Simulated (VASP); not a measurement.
Au, 1 atom in the cell. It takes space group Fm-3m (No. 225, cubic). Conventional cell: a = 4.046 Å, b = 4.046 Å, c = 4.046 Å, α = 90.00°, β = 90.00°, γ = 90.00°. Within 3.8 Å of Au (site symmetry m-3m) lie 12 Au at 2.86 Å. 

| Property | Result |
| --- | --- |
| Program | VASP 6.6.1 |
| Task | single point |
| Functional | LDA |
| Potentials or basis | VASP PAW LDA potentials, release 64 (Au) |
| Cutoff | 520 eV |
| k mesh | 14 × 14 × 14 |
| Occupations | fermi-dirac, width 0.1 eV |
| Spin | no spin polarisation |
| Dipole correction | no |
| Further INCAR settings | ALGO = Normal; EDIFF = 1e-06; NBANDS = 12 |

Potentials or basis: VASP PAW LDA potentials, release 64 (Au).

Run with:

```console
$ cat potpaw_LDA.64/Au/POTCAR > POTCAR
$ mpirun -np 1 vasp_std > vasp.out
```

Hardware: 1 thread of Intel Xeon 8259CL, on a shared host.

Problem. How long does it take, and how much memory?

Solution. Run time: 20 s on 1 thread of Intel Xeon 8259CL, with other jobs on the host, peak memory 0.14 GiB. Counts: scf iterations 10, k points 104.
